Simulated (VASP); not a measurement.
# Si in VASP: relaxation of the atoms with r2SCAN

Aim: the relaxation of the atoms of Si with r2SCAN.

Program: VASP 6.6.1. These are calculated values, not measurements. Logs are shortened: lines on timing, memory, paths and dates and some standing lists are left out, and cuts for length are marked.

## Step 1: The cell of the first run

The cell holds a slab with vacuum, 8 atoms: a = 3.832 Å, b = 3.832 Å, c = 25.313 Å, α = 90.00°, β = 90.00°, γ = 120.00°.

## Step 2: Relaxation of the atoms, r2SCAN

POSCAR

```
Si
1.0
    3.8319083588      0.0000000000      0.0000000000
   -1.9159541794      3.3185299837      0.0000000000
    0.0000000000      0.0000000000     25.3129518340
Si
8
Direct
    0.6666666667      0.3333333333      0.2962910074
    0.3333333333      0.6666666667      0.3279041508
    0.3333333333      0.6666666667      0.4215592880
    0.6666666667      0.3333333333      0.4531724314
    0.6666666667      0.3333333333      0.5468275686
    0.3333333333      0.6666666667      0.5784407120
    0.3333333333      0.6666666667      0.6720958492
    0.6666666667      0.3333333333      0.7037089926
```

INCAR.step1

```
PREC = Accurate
ENCUT = 520
ISMEAR = 0
SIGMA = 0.05
LREAL = F
LASPH = T
NELM = 100
LDIPOL = T
IDIPOL = 3
DIPOL = 0.5 0.5 0.500
GGA = PE
ALGO = Normal
EDIFF = 1E-4
LWAVE = T
LCHARG = F
KPAR = 4
```

INCAR.step2

```
PREC = Accurate
ENCUT = 520
EDIFF = 1E-7
ISMEAR = 0
SIGMA = 0.05
LREAL = F
LASPH = T
NELM = 100
ALGO = Normal
ISIF = 2
LWAVE = F
LCHARG = F
LDIPOL = T
IDIPOL = 3
DIPOL = 0.5 0.5 0.500
METAGGA = R2SCAN
LMIXTAU = T
IBRION = 2
NSW = 80
EDIFFG = -0.02
ISTART = 1
KPAR = 4
```

KPOINTS

```
regular mesh
0
Gamma
  9 9 1
```

Potentials or basis: VASP PAW PBE potentials, release 64 (Si).

On the command line:

```sh
$ cat potpaw_PBE.64/Si/POTCAR > POTCAR
$ cp INCAR.step1 INCAR
$ mpirun -np 4 vasp_std > vasp.out
$ cp INCAR.step2 INCAR
$ mpirun -np 4 vasp_std > vasp.out
```

OUTCAR:

```text
PREC = Accurate
   ENCUT = 520
   EDIFF = 1E-7
   ISMEAR = 0
   LREAL = F
   LASPH = T
   NELM = 100
   ISIF = 2
   METAGGA = R2SCAN
   IBRION = 2
   NSW = 80
   EDIFFG = -0.02
   ISTART = 1

 ion  position               nearest neighbor table
   1  0.667  0.333  0.296-   2 2.35   2 2.35   2 2.35
   2  0.333  0.667  0.328-   1 2.35   1 2.35   1 2.35   3 2.37
   3  0.333  0.667  0.422-   4 2.35   4 2.35   4 2.35   2 2.37
   4  0.667  0.333  0.453-   3 2.35   3 2.35   3 2.35   5 2.37
   5  0.667  0.333  0.547-   6 2.35   6 2.35   6 2.35   4 2.37
   6  0.333  0.667  0.578-   5 2.35   5 2.35   5 2.35   7 2.37
   7  0.333  0.667  0.672-   8 2.35   8 2.35   8 2.35   6 2.37
   8  0.667  0.333  0.704-   7 2.35   7 2.35   7 2.35

  LATTYP: Found a hexagonal cell.
 ALAT       =     3.8319083588
 C/A-ratio  =     6.6058343425

  Lattice vectors:

 A1 = (   3.8319083588,   0.0000000000,   0.0000000000)
 A2 = (  -1.9159541794,   3.3185299837,   0.0000000000)
 A3 = (   0.0000000000,   0.0000000000,  25.3129518340)

Analysis of symmetry for initial positions (statically):
=====================================================================
 Subroutine PRICEL returns:
 Original cell was already a primitive cell.

 Routine SETGRP: Setting up the symmetry group for a
 hexagonal supercell.

 Subroutine GETGRP returns: Found 12 space group operations
 (whereof 12 operations were pure point group operations)
 out of a pool of 24 trial point group operations.

The static configuration has the point symmetry D_3h.

Analysis of symmetry for dynamics (positions and initial velocities):
=====================================================================
 Subroutine PRICEL returns:
 Original cell was already a primitive cell.

 Routine SETGRP: Setting up the symmetry group for a
 hexagonal supercell.

 Subroutine GETGRP returns: Found 12 space group operations
 (whereof 12 operations were pure point group operations)
 out of a pool of 24 trial point group operations.

The dynamic configuration has the point symmetry D_3h.

 Subroutine INISYM returns: Found 12 space group operations
 (whereof 12 operations are pure point group operations),
 and found     1 'primitive' translations

----------------------------------------------------------------------------------------

                                     Primitive cell

  volume of cell :     321.8872

  direct lattice vectors                    reciprocal lattice vectors
     3.831908359  0.000000000  0.000000000     0.260966575  0.150669122  0.000000000
    -1.915954179  3.318529984  0.000000000     0.000000000  0.301338245  0.000000000
     0.000000000  0.000000000 25.312951834     0.000000000  0.000000000  0.039505468

  length of vectors
     3.831908359  3.831908359 25.312951834     0.301338245  0.301338245  0.039505468

  position of ions in fractional coordinates (direct lattice)
     0.666666667  0.333333333  0.296291007
     0.333333333  0.666666667  0.327904151
     0.333333333  0.666666667  0.421559288
     0.666666667  0.333333333  0.453172431
     0.666666667  0.333333333  0.546827569
     0.333333333  0.666666667  0.578440712
     0.333333333  0.666666667  0.672095849
     0.666666667  0.333333333  0.703708993

  ion indices of the primitive-cell ions
   primitive index   ion index
                 1           1
                 2           2
                 3           3
                 4           4
                 5           5
                 6           6
                 7           7
                 8           8

----------------------------------------------------------------------------------------

 KPOINTS: regular mesh

Automatic generation of k-mesh.
 Grid dimensions read from file:
 generate k-points for:    9    9    1

 Generating k-lattice:

  Cartesian coordinates                     Fractional coordinates (reciprocal lattice)
     0.028996286  0.016741014  0.000000000     0.111111111  0.000000000  0.000000000
     0.000000000  0.033482027  0.000000000     0.000000000  0.111111111  0.000000000
     0.000000000  0.000000000  0.039505468     0.000000000  0.000000000  1.000000000

  Length of vectors
     0.033482027  0.033482027  0.039505468

  Shift w.r.t. Gamma in fractional coordinates (k-lattice)
     0.000000000  0.000000000  0.000000000

 Subroutine IBZKPT returns following result:
 ===========================================

 Found     12 irreducible k-points:

 Following reciprocal coordinates:
            Coordinates               Weight
  0.000000  0.000000  0.000000      1.000000
  0.111111 -0.000000  0.000000      6.000000
  0.222222 -0.000000  0.000000      6.000000
  0.333333 -0.000000  0.000000      6.000000
  0.444444 -0.000000  0.000000      6.000000
  0.111111  0.111111  0.000000      6.000000
  0.222222  0.111111  0.000000     12.000000
  0.333333  0.111111  0.000000     12.000000
  0.444444  0.111111  0.000000      6.000000
  0.222222  0.222222  0.000000      6.000000
  0.333333  0.222222  0.000000     12.000000
  0.333333  0.333333  0.000000      2.000000
   k-points           NKPTS =     12   k-points in BZ     NKDIM =     12   number of bands    NBANDS=     21
   number of dos      NEDOS =    301   number of ions     NIONS =      8
   total plane-waves  NPLWV = 150528
   dimension x,y,z NGX =    28 NGY =   28 NGZ =  192
   dimension x,y,z NGXF=    56 NGYF=   56 NGZF=  384
   ions per type =               8
   NGX,Y,Z   is equivalent  to a cutoff of  12.15, 12.15, 12.61 a.u.
   NGXF,Y,Z  is equivalent  to a cutoff of  24.30, 24.30, 25.22 a.u.
 SYSTEM =  unknown system
   PREC   = accura    normal or accurate (medium, high low for compatibility)
   ISTART =      1    job   : 0-new  1-cont  2-samecut
   ICHARG =      0    charge: 1-file 2-atom 10-const
   ISPIN  =      1    spin polarized calculation?
   LNONCOLLINEAR =      F non collinear calculations
   LSORBIT =      F    spin-orbit coupling
   LASPH  =      T    aspherical Exc in radial PAW
   ENCUT  =  520.0 eV  38.22 Ry    6.18 a.u.   7.12  7.12 47.07*2*pi/ulx,y,z
   NELM   =    100;   NELMIN=  2; NELMDL=  0     # of ELM steps
   EDIFF  = 0.1E-06   stopping-criterion for ELM
   LREAL  =      F    real-space projection
   EDIFFG = -.2E-01   stopping-criterion for IOM
   NSW    =     80    number of steps for IOM
   IBRION =      2    ionic relax: 0-MD 1-quasi-New 2-CG
   NFREE  =      1    steps in history (QN), initial steepest desc. (CG)
   ISIF   =      2    stress and relaxation
   ISYM   =      2    0-nonsym 1-usesym 2-fastsym
   POTIM  = 0.5000    time-step for ionic-motion
   TEBEG  =    0.0;   TEEND  =   0.0 temperature during run
   PSTRESS=    0.0 pullay stress
   NELECT =      32.0000    total number of electrons
   NUPDOWN=      -1.0000    fix difference up-down
   EMIN   =  10.00;   EMAX   =-10.00  energy-range for DOS
   EFERMI =   0.00;   METHOD = LEGACY
   ISMEAR =     0;   SIGMA  =   0.05  broadening in eV -4-tet -1-fermi 0-gaus
   EFERMI_NEDOS =   21; number of points for ismear=-14 and -15
   IALGO  =     38    algorithm
   IMIX   =      4    mixing-type and parameters
     AMIX     =   0.40;   BMIX     =  1.00
     AMIX_MAG =   1.60;   BMIX_MAG =  1.00
  volume/ion in A,a.u.               =      40.24       271.53
  Fermi-wavevector in a.u.,A,eV,Ry     =   0.758386  1.433142  7.825380  0.575149
  Thomas-Fermi vector in A             =   1.856945
   LORBIT       =      0    0 simple, 1 ext, 2 COOP (PROOUT), +10 PAW based schemes
   METAGGA = R2SCAN    functional components
   LHFCALC =     F    Hartree Fock is set to
   AEXX    =    0.0000 exact exchange contribution
   IVDW    =     0    specifies the selected vdW correction
   LEPSILON=     F    determine dielectric tensor
   LRPA    =     F    only Hartree local field effects (RPA)
 conjugate gradient relaxation of ions
 non-spin polarized calculation
 Gauss-broadening in eV      SIGMA  =   0.05
  energy-cutoff  :      520.00
  volume of cell :      321.89
 maximum number of plane-waves:      8745
   NGX = 15   NGY = 15   NGZ = 95

--------------------------------------- Ionic step        1  -------------------------------------------

 number of electron      31.9999999 magnetization

 Free energy of the ion-electron system (eV)
  ---------------------------------------------------
  ext. energy  EPLUGINS =         0.00000000
  ---------------------------------------------------
  free energy    TOTEN  =       -67.11814256 eV

  energy without entropy =      -67.11412267  energy(sigma->0) =      -67.11613261

------------------------ aborting loop because EDIFF is reached ----------------------------------------

  FORCE on cell =-STRESS in cart. coord.  units (eV):
  Direction    XX          YY          ZZ          XY          YZ          ZX
  --------------------------------------------------------------------------------------
  -------------------------------------------------------------------------------------
  Total       -0.5641326     -0.5641326     -0.6634696      0.0000000      0.0000000     -0.0000000
  in kB       -2.8079422     -2.8079422     -3.3023868      0.0000000      0.0000000     -0.0000000
  external PRESSURE =      -2.9727570 kB  Pullay stress =       0.0000000 kB
[... 107 lines left out ...]
  FREE ENERGIE OF THE ION-ELECTRON SYSTEM (eV)
  ---------------------------------------------------
  free  energy   TOTEN  =       -67.2046931606 eV

  energy  without entropy=      -67.1960683041  energy(sigma->0) =      -67.20038073

 vacuum level on the upper side and lower side of the slab       (xc-potential included)         0.011         0.011

[... ionic steps 4 to 12 ...]

--------------------------------------- Ionic step       13  -------------------------------------------

 number of electron      31.9999998 magnetization

------------------------ aborting loop because EDIFF is reached ----------------------------------------

  FORCE on cell =-STRESS in cart. coord.  units (eV):
  Direction    XX          YY          ZZ          XY          YZ          ZX
  --------------------------------------------------------------------------------------
  -------------------------------------------------------------------------------------
  Total        1.1617594      1.1617594      0.0156545      0.0000000      0.0000000      0.0000000
  in kB        5.7825996      5.7825996      0.0779197      0.0000000      0.0000000      0.0000000
  external PRESSURE =       3.8810396 kB  Pullay stress =       0.0000000 kB
[... 65 lines left out ...]
  FREE ENERGIE OF THE ION-ELECTRON SYSTEM (eV)
  ---------------------------------------------------
  free  energy   TOTEN  =       -67.2219555133 eV

  energy  without entropy=      -67.2139402987  energy(sigma->0) =      -67.21794791

 dipolmoment           0.000000      0.000000      0.000000 electrons x Angstroem

--------------------------------------- Ionic step       15  -------------------------------------------

 number of electron      31.9999998 magnetization

 dipolmoment           0.000000      0.000000     -0.000000 electrons x Angstroem

 Free energy of the ion-electron system (eV)
  ---------------------------------------------------
  ext. energy  EPLUGINS =         0.00000000
  ---------------------------------------------------
  free energy    TOTEN  =       -67.22207946 eV

  energy without entropy =      -67.21410554  energy(sigma->0) =      -67.21809250

 E-fermi :   0.5022     XC(G=0):  -5.3746

 val. band max:        0.4497387873   @ k =   0.2222   0.1111   0.0000
 cond. band min:       0.5146012364   @ k =   0.3333   0.2222   0.0000
 fundamental gap:      0.0648624491
 Fermi energy:         0.5022386411

 k-point     1 :       0.0000    0.0000    0.0000
  band No.  band energies     occupation
      1     -12.0256      2.00000
      2     -11.5339      2.00000
      3     -10.8100      2.00000
      4     -10.0456      2.00000
      5      -6.0831      2.00000
      6      -4.3668      2.00000
[... 277 lines left out ...]
     20       3.8318      0.00000
     21       4.4318      0.00000

------------------------ aborting loop because EDIFF is reached ----------------------------------------

 vacuum level on the upper side and lower side of the slab       (xc-potential included)        -0.046        -0.046

  FORCE on cell =-STRESS in cart. coord.  units (eV):
  Direction    XX          YY          ZZ          XY          YZ          ZX
  --------------------------------------------------------------------------------------
  -------------------------------------------------------------------------------------
  Total        1.1984973      1.1984973     -0.0096333      0.0000000      0.0000000      0.0000000
  in kB        5.9654605      5.9654605     -0.0479494      0.0000000      0.0000000      0.0000000
  external PRESSURE =       3.9609906 kB  Pullay stress =       0.0000000 kB

 VOLUME and BASIS-vectors are now :
 -----------------------------------------------------------------------------
  energy-cutoff  :      520.00
  volume of cell :      321.89
      direct lattice vectors                 reciprocal lattice vectors
     3.831908359  0.000000000  0.000000000     0.260966575  0.150669122  0.000000000
    -1.915954179  3.318529984  0.000000000     0.000000000  0.301338245  0.000000000
     0.000000000  0.000000000 25.312951834     0.000000000  0.000000000  0.039505468
[... 14 lines left out ...]
  FREE ENERGIE OF THE ION-ELECTRON SYSTEM (eV)
  ---------------------------------------------------
  free  energy   TOTEN  =       -67.2220794561 eV

  energy  without entropy=      -67.2141055357  energy(sigma->0) =      -67.21809250

 reached required accuracy - stopping structural energy minimisation

 vacuum level on the upper side and lower side of the slab         5.214         5.214
```

Wall time 51 min (4 MPI ranks of Oxide Virtual Turin-like, shared host); peak memory 0.48 GiB.

What came out:

```
Free energy                  : -67.2221 eV
Energy gained by relaxing    : 13.0 meV/atom
Ionic steps                  : 15
Largest force after relaxing : 0.005 eV/Å
Band gap on the k mesh       : zero (bands 16 and 17 overlap by 0.38 eV)
```

Forces on the atoms (eV/Å):
```
Si   0.000  0.000  0.003
Si   0.000  0.000 -0.003
Si   0.000  0.000 -0.003
Si   0.000  0.000  0.005
Si   0.000  0.000 -0.005
Si   0.000  0.000  0.003
Si   0.000  0.000  0.003
Si   0.000  0.000 -0.003
```

The path:
```tsv
step	energy change (eV)	largest force (eV/Å)	pressure (GPa)
1	0.0000	0.8483	-0.30
2	-0.0779	0.3483	-0.13
3	-0.0866	0.2870	0.01
4	-0.0882	0.2250	-0.03
5	-0.0953	0.1149	0.02
6	-0.0974	0.0954	0.07
7	-0.0991	0.0509	0.11
8	-0.0993	0.0726	0.13
9	-0.1006	0.0612	0.17
10	-0.1033	0.0292	0.30
11	-0.1020	0.0773	0.55
12	-0.1039	0.0209	0.38
13	-0.1039	0.0214	0.39
14	-0.1038	0.0352	0.41
15	-0.1039	0.0048	0.40
```

Final structure:
```
Si
1.0
     3.83191    0.00000    0.00000
    -1.91595    3.31853    0.00000
     0.00000    0.00000   25.31295
Si
8
Cartesian
  1.9160 1.1062 7.6220
  0.0000 2.2124 8.2784
  0.0000 2.2124 10.6937
  1.9160 1.1062 11.4750
  1.9160 1.1062 13.8379
  0.0000 2.2124 14.6192
  0.0000 2.2124 17.0346
  1.9160 1.1062 17.6910
```

Levels at points of the mesh, in eV from the Fermi level:
| k point | band 13 | band 14 | band 15 | band 16 | band 17 | band 18 | band 19 | band 20 |
| --- | --- | --- | --- | --- | --- | --- | --- | --- |
| (0.00, 0.00, 0.00) | -0.66 | -0.19 | -0.15 | -0.15 | 0.83 | 1.63 | 2.11 | 2.53 |

Caveat: the PAW data sets were made with another functional, which shifts forces and pressure a little.

The gap in the log of VASP goes by the Fermi energy; the results here count the filled bands.